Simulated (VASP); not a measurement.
# GaAs in VASP: single point with PBEsol

Aim: the single point of GaAs with PBEsol.

Everything below comes from runs of VASP 6.6.1. Logs are shortened: lines on timing, memory, paths and dates and some standing lists are left out, and cuts for length are marked.

## (1) The cell of the first run

The cell holds a slab with vacuum, 8 atoms: a = 4.001 Å, b = 5.658 Å, c = 23.002 Å, α = 90.00°, β = 90.00°, γ = 90.00°.

## (2) Single point, PBEsol

INCAR reads:

```
SYSTEM = GaAs
PREC = Accurate
ENCUT = 520
EDIFF = 1E-6
ISMEAR = 0
SIGMA = 0.05
LREAL = .False.
LASPH = .True.
NELM = 100
ALGO = Normal
ISIF = 2
LWAVE = .False.
LCHARG = .False.
LDIPOL = .True.
IDIPOL = 3
DIPOL = 0.5 0.5 0.500
GGA = PS
NBANDS = 46
```

KPOINTS reads:

```
Automatic mesh
0
Gamma
  7 5 1
  0 0 0
```

POSCAR reads:

```
GaAs
1.0
    4.0010046533      0.0000000000      0.0000000000
    0.0000000000      5.6582750437      0.0000000000
    0.0000000000      0.0000000000     23.0015069799
Ga As
4 4
Direct
    0.5000000000      0.5000000000      0.3695410047
    0.0000000000      0.0000000000      0.4565136682
    0.5000000000      0.5052458600      0.5484471202
    0.0000000000     -0.0621054565      0.6124143912
    0.0000000000      0.2500000000      0.3695410047
    0.5000000000      0.7500000000      0.4565136682
    0.0000000000      0.2576007517      0.5435696536
    0.5000000000      0.7252139246      0.6406557102
```

Potentials or basis: VASP PAW PBE potentials, release 64 (Ga_d, As).

On the command line:

```
cat potpaw_PBE.64/Ga_d/POTCAR potpaw_PBE.64/As/POTCAR > POTCAR
mpirun -np 1 vasp_std > vasp.out
```

OUTCAR:

```text
SYSTEM = GaAs
   PREC = Accurate
   ENCUT = 520
   EDIFF = 1E-6
   ISMEAR = 0
   LREAL = .False.
   LASPH = .True.
   NELM = 100
   ISIF = 2
   GGA = PS

 ion  position               nearest neighbor table
   1  0.500  0.500  0.370-   6 2.45   5 2.45   5 2.45
   2  0.000  0.000  0.457-   5 2.45   6 2.45   6 2.45   7 2.48
   3  0.500  0.505  0.548-   7 2.45   7 2.45   8 2.46   6 2.53
   4  0.000  0.938  0.612-   7 2.40   8 2.42   8 2.42
   5  0.000  0.250  0.370-   2 2.45   1 2.45   1 2.45
   6  0.500  0.750  0.457-   1 2.45   2 2.45   2 2.45   3 2.53
   7  0.000  0.258  0.544-   4 2.40   3 2.45   3 2.45   2 2.48
   8  0.500  0.725  0.641-   4 2.42   4 2.42   3 2.46

  LATTYP: Found a simple orthorhombic cell.
 ALAT       =     4.0010046533
 B/A-ratio  =     1.4142135623
 C/A-ratio  =     5.7489328239

  Lattice vectors:

 A1 = (   4.0010046533,   0.0000000000,   0.0000000000)
 A2 = (   0.0000000000,   5.6582750437,   0.0000000000)
 A3 = (   0.0000000000,   0.0000000000,  23.0015069799)

Analysis of symmetry for initial positions (statically):
=====================================================================
 Subroutine PRICEL returns:
 Original cell was already a primitive cell.

 Routine SETGRP: Setting up the symmetry group for a
 simple orthorhombic supercell.

 Subroutine GETGRP returns: Found  2 space group operations
 (whereof  2 operations were pure point group operations)
 out of a pool of  8 trial point group operations.

The static configuration has the point symmetry C_1h.

Analysis of symmetry for dynamics (positions and initial velocities):
=====================================================================
 Subroutine PRICEL returns:
 Original cell was already a primitive cell.

 Routine SETGRP: Setting up the symmetry group for a
 simple orthorhombic supercell.

 Subroutine GETGRP returns: Found  2 space group operations
 (whereof  2 operations were pure point group operations)
 out of a pool of  8 trial point group operations.

The dynamic configuration has the point symmetry C_1h.

 Subroutine INISYM returns: Found  2 space group operations
 (whereof  2 operations are pure point group operations),
 and found     1 'primitive' translations

[... 100 lines left out ...]
   ISYM   =      2    0-nonsym 1-usesym 2-fastsym
   POTIM  = 0.5000    time-step for ionic-motion
   TEBEG  =    0.0;   TEEND  =   0.0 temperature during run
   PSTRESS=    0.0 pullay stress
   NELECT =      72.0000    total number of electrons
   NUPDOWN=      -1.0000    fix difference up-down
   EMIN   =  10.00;   EMAX   =-10.00  energy-range for DOS
   EFERMI =   0.00;   METHOD = LEGACY
   ISMEAR =     0;   SIGMA  =   0.05  broadening in eV -4-tet -1-fermi 0-gaus
   EFERMI_NEDOS =   21; number of points for ismear=-14 and -15
   IALGO  =     38    algorithm
   IMIX   =      4    mixing-type and parameters
     AMIX     =   0.40;   BMIX     =  1.00
     AMIX_MAG =   1.60;   BMIX_MAG =  1.00
  volume/ion in A,a.u.               =      65.09       439.25
  Fermi-wavevector in a.u.,A,eV,Ry     =   0.846543  1.599735  9.750420  0.716636
  Thomas-Fermi vector in A             =   1.961907
   LORBIT       =      0    0 simple, 1 ext, 2 COOP (PROOUT), +10 PAW based schemes
   GGA     = PS    functional components
   LHFCALC =     F    Hartree Fock is set to
   AEXX    =    0.0000 exact exchange contribution
   IVDW    =     0    specifies the selected vdW correction
   LEPSILON=     F    determine dielectric tensor
   LRPA    =     F    only Hartree local field effects (RPA)
 non-spin polarized calculation
 Gauss-broadening in eV      SIGMA  =   0.05
  energy-cutoff  :      520.00
  volume of cell :      520.73
 maximum number of plane-waves:     14053
 NGX is ok and might be reduce to    30
   NGX = 15   NGY = 21   NGZ = 85

 dipolmoment           0.000000      0.000000     -0.000037 electrons x Angstroem

 number of electron      72.0000009 magnetization

 dipolmoment           0.000000      0.000000      0.000194 electrons x Angstroem

 Free energy of the ion-electron system (eV)
  ---------------------------------------------------
  ext. energy  EPLUGINS =         0.00000000
  ---------------------------------------------------
  free energy    TOTEN  =       -33.70314906 eV

  energy without entropy =      -33.70314906  energy(sigma->0) =      -33.70314906

 E-fermi :  -1.6889     XC(G=0):  -4.0271

 val. band max:       -1.9030062015   @ k =   0.0000   0.0000   0.0000
 cond. band min:      -1.2812172136   @ k =   0.0000   0.4000   0.0000
 fundamental gap:      0.6217889880
 Fermi energy:        -1.6889337766

 k-point     1 :       0.0000    0.0000    0.0000
  band No.  band energies     occupation
      1     -16.8075      2.00000
      2     -16.7386      2.00000
      3     -16.7166      2.00000
      4     -16.7081      2.00000
      5     -16.6918      2.00000
      6     -16.6790      2.00000
[... 577 lines left out ...]
     45       3.2614      0.00000
     46       3.5302      0.00000

------------------------ aborting loop because EDIFF is reached ----------------------------------------

 vacuum level on the upper side and lower side of the slab       (xc-potential included)        -0.098        -0.091

  FORCE on cell =-STRESS in cart. coord.  units (eV):
  Direction    XX          YY          ZZ          XY          YZ          ZX
  --------------------------------------------------------------------------------------
  -------------------------------------------------------------------------------------
  Total       -1.6491514     -1.2561054      0.2009298      0.0000000      1.5397045      0.0000000
  in kB       -5.0741315     -3.8648023      0.6182234      0.0000000      4.7373838      0.0000000
  external PRESSURE =      -2.7735701 kB  Pullay stress =       0.0000000 kB

 VOLUME and BASIS-vectors are now :
 -----------------------------------------------------------------------------
  energy-cutoff  :      520.00
  volume of cell :      520.73
      direct lattice vectors                 reciprocal lattice vectors
     4.001004653  0.000000000  0.000000000     0.249937225  0.000000000  0.000000000
     0.000000000  5.658275044  0.000000000     0.000000000  0.176732307  0.000000000
     0.000000000  0.000000000 23.001506980     0.000000000  0.000000000  0.043475412

 POSITION                                       TOTAL-FORCE (eV/Angst)
 -----------------------------------------------------------------------------------
      2.00050      2.82914      8.50000         0.000000     -0.981269      1.310958
      0.00000      0.00000     10.50050         0.000000      0.366884      0.204999
      2.00050      2.85882     12.61511         0.000000     -0.015047     -0.008837
      0.00000      5.30687     14.08645         0.000000      0.015554     -0.001188
      0.00000      1.41457      8.50000         0.000000      0.191605     -1.341113
      2.00050      4.24371     10.50050         0.000000      0.436361     -0.215101
      0.00000      1.45758     12.50292         0.000000      0.001613      0.019017
      2.00050      4.10346     14.73605         0.000000     -0.015701      0.031266
 -----------------------------------------------------------------------------------
    total drift:                                0.000000      0.000421     -0.001938

  FREE ENERGIE OF THE ION-ELECTRON SYSTEM (eV)
  ---------------------------------------------------
  free  energy   TOTEN  =       -33.7031490559 eV

  energy  without entropy=      -33.7031490559  energy(sigma->0) =      -33.70314906

 vacuum level on the upper side and lower side of the slab         2.889         2.898
```

stdout:

```text
POSCAR found type information on POSCAR GaAs
 POSCAR found :  2 types and       8 ions
 scaLAPACK will be used
 -----------------------------------------------------------------------------
|                                                                             |
|                                                                             |
|     You enforced a specific xc type in the INCAR file but a different       |
|     I HOPE YOU KNOW WHAT YOU ARE DOING!                                     |
|                                                                             |
 -----------------------------------------------------------------------------

 LDA part: xc-table for (Slater+PW92), standard interpolation
 POSCAR, INCAR and KPOINTS ok, starting setup
 FFT: planning ... GRIDC
 FFT: planning ... GRID_SOFT
 FFT: planning ... GRID
 WAVECAR not read
 entering main loop
```

It took 18 min on 1 thread of Intel Xeon 8259CL, shared host; peak memory 0.62 GiB.

What came out:

* Free energy: -33.7031 eV
* Largest force: 1.638 eV/Å
* Band gap on the k mesh: 0.62 eV (least direct gap 0.69 eV)

Forces on the atoms (eV/Å):
```
Ga   0.000 -0.981  1.311
Ga   0.000  0.367  0.205
Ga   0.000 -0.015 -0.009
Ga   0.000  0.016 -0.001
As   0.000  0.192 -1.341
As   0.000  0.436 -0.215
As   0.000  0.002  0.019
As   0.000 -0.016  0.031
```

Caveat: the PAW data sets were made with another functional, which shifts forces and pressure a little.
